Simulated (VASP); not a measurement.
HgTe:

```
Hg Te
1.0
     0.00000    3.21450    3.21450
     3.21450    0.00000    3.21450
     3.21450    3.21450    0.00000
Hg Te
1 1
Direct
  0.00000 0.00000 0.00000
  0.25000 0.25000 0.25000
```

* Program: VASP 6.6.1
* Task: relaxation of cell and atoms
* Functional: PBEsol
* Potentials or basis: VASP PAW PBE potentials, release 64 (Hg, Te)
* Cutoff: 600 eV
* k mesh: 10 × 10 × 10
* Occupations: gaussian, width 0.03 eV
* Spin: no spin polarisation

At the start: pressure 1.9 GPa; volume 33.22 Å³/atom.

Problem. How do energy, volume and symmetry change on relaxing?

Solution. Over 3 steps the energy falls by 7.7 meV/atom and the volume is 34.58 Å³/atom (+4.1 %); space group F-43m (No. 216, to 0.1 Å) before and after.

The path:
```tsv
step	energy change (eV)	largest force (eV/Å)	pressure (GPa)	volume (Å³)
1	0.0000	0.0000	1.88	66.43
2	-0.0133	0.0000	-0.63	70.26
3	-0.0155	0.0000	0.00	69.17
```

Final structure:
```
Hg Te
1.0
     0.00000    3.25801    3.25801
     3.25801    0.00000    3.25801
     3.25801    3.25801    0.00000
Hg Te
1 1
Direct
  0.00000 0.00000 0.00000
  0.25000 0.25000 0.25000
```

Caveat: the PAW data sets were made with another functional, which shifts forces and pressure a little.
